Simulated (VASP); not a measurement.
# Hf (P-1) in VASP: further runs, part 3 of 3

VASP 6.6.1. The steps go on from the part before.

## (6) Single point, PBE

The input, INCAR:

```
PREC = Accurate ; ENCUT = 520
EDIFF = 1E-7 ; ISMEAR = 0
SIGMA = 0.05 ; LREAL = F
LASPH = T ; NELM = 80
ALGO = Normal ; ISIF = 2
LWAVE = F ; LCHARG = F
GGA = PE ; NBANDS = 11
```

The input, KPOINTS:

```
Automatic mesh
0
Gamma
  7 7 8
```

The input, POSCAR:

```
Hf
1.0
   -1.7353850000      1.7880950000      1.8403380000
    1.7684040000     -1.7610630000      1.8463250000
    1.7817980000      1.8074760000     -1.8133060000
Hf
1
Direct
   -0.0165250000     -0.0068030000     -0.0104090000
```

Potentials or basis: VASP PAW PBE potentials, release 64 (Hf_pv).

Command:

```console
cat potpaw_PBE.64/Hf_pv/POTCAR > POTCAR
mpirun -np 1 vasp_std > vasp.out
```

OUTCAR:

```text
PREC = Accurate
   ENCUT = 520
   EDIFF = 1E-7
   ISMEAR = 0
   LREAL = F
   LASPH = T
   NELM = 80
   ISIF = 2
   GGA = PE

 ion  position               nearest neighbor table
   1  0.983  0.993  0.990-

  LATTYP: Found a triclinic cell.
 ALAT       =     3.1888002125
 B/A-ratio  =     1.6052793777
 C/A-ratio  =     0.9735430184
 COS(alpha) =     0.0036106938
 COS(beta)  =     0.3472396574
 COS(gamma) =     0.8160743891

  Lattice vectors:

 A1 = (  -1.8148170000,  -1.8345080000,  -1.8733570000)
 A2 = (  -3.5966150000,  -3.6419840000,  -0.0600510000)
 A3 = (  -1.7684040000,   1.7610630000,  -1.8463250000)

Analysis of symmetry for initial positions (statically):
=====================================================================
 Subroutine PRICEL returns:
 Original cell was already a primitive cell.

 Routine SETGRP: Setting up the symmetry group for a
 triclinic supercell.

 Subroutine GETGRP returns: Found  2 space group operations
 (whereof  1 operations were pure point group operations)
 out of a pool of  2 trial point group operations.

The static configuration has the point symmetry C_1 .
 The point group associated with its full space group is S_2 .

Analysis of symmetry for dynamics (positions and initial velocities):
=====================================================================
 Subroutine PRICEL returns:
 Original cell was already a primitive cell.

 Routine SETGRP: Setting up the symmetry group for a
 triclinic supercell.

 Subroutine GETGRP returns: Found  2 space group operations
 (whereof  1 operations were pure point group operations)
 out of a pool of  2 trial point group operations.

The dynamic configuration has the point symmetry C_1 .
 The point group associated with its full space group is S_2 .

 Subroutine INISYM returns: Found  2 space group operations
 (whereof  1 operations are pure point group operations),
 and found     1 'primitive' translations

----------------------------------------------------------------------------------------

                                     Primitive cell

  volume of cell :      23.5229

  direct lattice vectors                    reciprocal lattice vectors
    -1.735385000  1.788095000  1.840338000    -0.006114966  0.276174409  0.269277762
     1.768404000 -1.761063000  1.846325000     0.279247765 -0.005625424  0.268788220
     1.781798000  1.807476000 -1.813306000     0.278126541  0.274563642 -0.004504199

  length of vectors
     3.097690879  3.104434184  3.119271109     0.385772226  0.387631354  0.390845052

  position of ions in fractional coordinates (direct lattice)
     0.983475000  0.993197000  0.989591000

  ion indices of the primitive-cell ions
   primitive index   ion index
                 1           1

----------------------------------------------------------------------------------------

 KPOINTS: Automatic mesh

Automatic generation of k-mesh.
 Grid dimensions read from file:
 generate k-points for:    7    7    8

 Generating k-lattice:

  Cartesian coordinates                     Fractional coordinates (reciprocal lattice)
    -0.000873567  0.039453487  0.038468252     0.142857143  0.000000000  0.000000000
     0.039892538 -0.000803632  0.038398317     0.000000000  0.142857143  0.000000000
     0.034765818  0.034320455 -0.000563025     0.000000000 -0.000000000  0.125000000

  Length of vectors
     0.055110318  0.055375908  0.048855631

  Shift w.r.t. Gamma in fractional coordinates (k-lattice)
     0.000000000  0.000000000  0.000000000

 Subroutine IBZKPT returns following result:
 ===========================================

 Found    197 irreducible k-points:

 Following reciprocal coordinates:
            Coordinates               Weight
  0.000000  0.000000  0.000000      1.000000
  0.142857 -0.000000  0.000000      2.000000
  0.285714 -0.000000  0.000000      2.000000
  0.428571 -0.000000 -0.000000      2.000000
 -0.000000  0.142857  0.000000      2.000000
  0.142857  0.142857  0.000000      2.000000
[... 16 lines left out ...]
 -0.428571  0.428571 -0.000000      2.000000
 -0.285714  0.428571 -0.000000      2.000000
 [... further k-points ...]
   k-points           NKPTS =    197   k-points in BZ     NKDIM =    197   number of bands    NBANDS=     11
   number of dos      NEDOS =    301   number of ions     NIONS =      1
   total plane-waves  NPLWV =  13824
   dimension x,y,z NGX =    24 NGY =   24 NGZ =   24
   dimension x,y,z NGXF=    48 NGYF=   48 NGZF=   48
   ions per type =               1
   NGX,Y,Z   is equivalent  to a cutoff of  12.88, 12.85, 12.79 a.u.
   NGXF,Y,Z  is equivalent  to a cutoff of  25.76, 25.70, 25.58 a.u.
 SYSTEM =  unknown system
   PREC   = accura    normal or accurate (medium, high low for compatibility)
   ISTART =      0    job   : 0-new  1-cont  2-samecut
   ICHARG =      2    charge: 1-file 2-atom 10-const
   ISPIN  =      1    spin polarized calculation?
   LNONCOLLINEAR =      F non collinear calculations
   LSORBIT =      F    spin-orbit coupling
   LASPH  =      T    aspherical Exc in radial PAW
   ENCUT  =  520.0 eV  38.22 Ry    6.18 a.u.   5.76  5.77  5.80*2*pi/ulx,y,z
   NELM   =     80;   NELMIN=  2; NELMDL= -5     # of ELM steps
   EDIFF  = 0.1E-06   stopping-criterion for ELM
   LREAL  =      F    real-space projection
   EDIFFG = 0.1E-05   stopping-criterion for IOM
   NSW    =      0    number of steps for IOM
   IBRION =     -1    ionic relax: 0-MD 1-quasi-New 2-CG
   NFREE  =      0    steps in history (QN), initial steepest desc. (CG)
   ISIF   =      2    stress and relaxation
   ISYM   =      2    0-nonsym 1-usesym 2-fastsym
   POTIM  = 0.5000    time-step for ionic-motion
   TEBEG  =    0.0;   TEEND  =   0.0 temperature during run
   PSTRESS=    0.0 pullay stress
   NELECT =      10.0000    total number of electrons
   NUPDOWN=      -1.0000    fix difference up-down
   EMIN   =  10.00;   EMAX   =-10.00  energy-range for DOS
   EFERMI =   0.00;   METHOD = LEGACY
   ISMEAR =     0;   SIGMA  =   0.05  broadening in eV -4-tet -1-fermi 0-gaus
   EFERMI_NEDOS =   21; number of points for ismear=-14 and -15
   IALGO  =     38    algorithm
   IMIX   =      4    mixing-type and parameters
     AMIX     =   0.40;   BMIX     =  1.00
     AMIX_MAG =   1.60;   BMIX_MAG =  1.00
  volume/ion in A,a.u.               =      23.52       158.74
  Fermi-wavevector in a.u.,A,eV,Ry     =   1.230961  2.326179 20.616428  1.515265
  Thomas-Fermi vector in A             =   2.365789
   LORBIT       =      0    0 simple, 1 ext, 2 COOP (PROOUT), +10 PAW based schemes
   GGA     = PE    functional components
   LHFCALC =     F    Hartree Fock is set to
   AEXX    =    0.0000 exact exchange contribution
   IVDW    =     0    specifies the selected vdW correction
   LEPSILON=     F    determine dielectric tensor
   LRPA    =     F    only Hartree local field effects (RPA)
 non-spin polarized calculation
 Gauss-broadening in eV      SIGMA  =   0.05
  energy-cutoff  :      520.00
  volume of cell :       23.52
 maximum number of plane-waves:       646
   NGX = 11   NGY = 11   NGZ = 11

 number of electron      10.0000000 magnetization

 Free energy of the ion-electron system (eV)
  ---------------------------------------------------
  ext. energy  EPLUGINS =         0.00000000
  ---------------------------------------------------
  free energy    TOTEN  =        -9.71786453 eV

  energy without entropy =       -9.71503455  energy(sigma->0) =       -9.71644954

 E-fermi :   4.2405     XC(G=0): -11.0594

 val. band max:        4.2373508780   @ k =   0.1429  -0.4286   0.2500
 cond. band min:       4.2510187059   @ k =  -0.1429   0.4286  -0.0000
 fundamental gap:      0.0136678280
 Fermi energy:         4.2404636927

 k-point     1 :       0.0000    0.0000    0.0000
  band No.  band energies     occupation
      1     -25.8248      2.00000
      2     -25.7913      2.00000
      3     -25.7851      2.00000
      4      -2.6285      2.00000
      5       5.4192      0.00000
      6       5.7064      0.00000
      7       6.0402      0.00000
      8       8.1307      0.00000
      9       8.6147      0.00000
     10      16.9423      0.00000
     11      17.2366      0.00000
[... 309 lines left out ...]
 k-point    24 :      -0.2857    0.4286   -0.0000
  band No.  band energies     occupation
      1     -26.3773      2.00000
      2     -26.0343      2.00000
      3     -25.8473      2.00000
      4       1.0623      2.00000
      5       3.8474      2.00000
      6       4.3917      0.00002
      7       7.9650      0.00000
      8       9.1036      0.00000
      9      10.1357      0.00000
     10      14.8659      0.00000
     11      16.5740      0.00000

 [... further k-points ...]
[... 5 lines left out ...]
  --------------------------------------------------------------------------------------
  -------------------------------------------------------------------------------------
  Total       -0.7995184     -0.7398133     -0.6234147     -0.3310416     -0.0847003     -0.1322262
  in kB      -54.4561965    -50.3896101    -42.4615542    -22.5476601     -5.7690434     -9.0060907
  external PRESSURE =     -49.1024536 kB  Pullay stress =       0.0000000 kB

 VOLUME and BASIS-vectors are now :
 -----------------------------------------------------------------------------
  energy-cutoff  :      520.00
  volume of cell :       23.52
      direct lattice vectors                 reciprocal lattice vectors
    -1.735385000  1.788095000  1.840338000    -0.006114966  0.276174409  0.269277762
     1.768404000 -1.761063000  1.846325000     0.279247765 -0.005625424  0.268788220
     1.781798000  1.807476000 -1.813306000     0.278126541  0.274563642 -0.004504199

 POSITION                                       TOTAL-FORCE (eV/Angst)
 -----------------------------------------------------------------------------------
      1.81292      1.79813      1.84926         0.000000      0.000000      0.000000
 -----------------------------------------------------------------------------------
    total drift:                                0.000001     -0.000003     -0.000001

  FREE ENERGIE OF THE ION-ELECTRON SYSTEM (eV)
  ---------------------------------------------------
  free  energy   TOTEN  =        -9.7178645295 eV

  energy  without entropy=       -9.7150345525  energy(sigma->0) =       -9.71644954
```

OSZICAR:

```text
N       E                     dE             d eps       ncg     rms          rms(c)
DAV:   1     0.120697305525E+02    0.12070E+02   -0.56819E+03  4350   0.833E+02
DAV:   2    -0.965143404095E+01   -0.21721E+02   -0.21003E+02  5471   0.151E+02
DAV:   3    -0.100971550011E+02   -0.44572E+00   -0.44050E+00  5420   0.148E+01
DAV:   4    -0.100989924506E+02   -0.18374E-02   -0.18365E-02  4930   0.117E+00
DAV:   5    -0.100990040974E+02   -0.11647E-04   -0.11647E-04  5516   0.800E-02    0.440E+01
DAV:   6    -0.981299994059E+01    0.28600E+00   -0.24932E-01  4811   0.364E+00    0.255E+01
DAV:   7    -0.972194779432E+01    0.91052E-01   -0.34072E-01  4988   0.410E+00    0.135E+00
DAV:   8    -0.971783423510E+01    0.41136E-02   -0.21481E-02  4805   0.105E+00    0.208E-01
DAV:   9    -0.971786388948E+01   -0.29654E-04   -0.32443E-04  5823   0.149E-01    0.803E-02
DAV:  10    -0.971786510050E+01   -0.12110E-05   -0.34250E-05  4905   0.431E-02    0.259E-02
DAV:  11    -0.971786448465E+01    0.61585E-06   -0.38473E-06  5075   0.145E-02    0.382E-03
DAV:  12    -0.971786452950E+01   -0.44845E-07   -0.75184E-08  3599   0.264E-03
   1 F= -.97178645E+01 E0= -.97164495E+01  d E =-.282998E-02
```

stdout:

```text
POSCAR found type information on POSCAR Hf
 POSCAR found :  1 types and       1 ions
 scaLAPACK will be used
 LDA part: xc-table for (Slater+PW92), standard interpolation
 POSCAR, INCAR and KPOINTS ok, starting setup
 FFT: planning ... GRIDC
 FFT: planning ... GRID_SOFT
 FFT: planning ... GRID
 WAVECAR not read
 entering main loop
```

Wall time 23 s (1 thread of Intel Xeon Platinum 8259CL at 2.50GHz (Skylake/Cascade Lake), shared host); peak memory 0.17 GiB.

Results:

* Free energy: -9.7179 eV
* Pressure: -4.9 GPa
* Band gap on the k mesh: zero (band 5 reaches 5.43 eV, above the bottom of band 6 at 3.74 eV)

Stress tensor (GPa, compression positive):
```
-5.45 -2.25 -0.90
-2.25 -5.04 -0.58
-0.90 -0.58 -4.25
```

Levels at points of the mesh, in eV from the Fermi level:
```tsv
k point	band 2	band 3	band 4	band 5	band 6	band 7	band 8	band 9
(0.00, 0.00, 0.00)	-30.03	-30.03	-6.87	1.18	1.47	1.80	3.89	4.37
(0.00, 0.00, 0.50)	-30.25	-30.05	-3.24	-0.68	0.86	4.34	5.18	7.06
```

Caveat: spin-orbit coupling is left out, which moves the levels of the heavy elements.

## (7) Summary

```csv
level,smearing,gap on the mesh (eV),pressure (GPa)
PBEsol,gaussian 0.025 eV,none,-9.0
PBEsol,gaussian 0.01 eV,none,-9.0
PBEsol,gaussian 0.005 eV,none,-9.0
PBE,gaussian 0.05 eV,none,-4.9
```

Alike in all rows: task single point; potentials or basis VASP PAW PBE potentials, release 64 (Hf_pv); no spin polarisation; cell as given; k mesh 7 × 7 × 8; cutoff (eV) 520.

Every run on the cell as given and a fine mesh finds a metal. The pressure there spans -9.0 GPa (PBEsol) to -4.9 GPa (PBE); a positive pressure means that this level wants a larger cell, a negative one a smaller.

Caveats: spin-orbit coupling is left out, which moves the levels of the heavy elements; the PAW data sets were made with another functional, which shifts forces and pressure a little (some runs).

Total energies depend on the potentials used, so only differences within one code and one set of settings carry meaning.
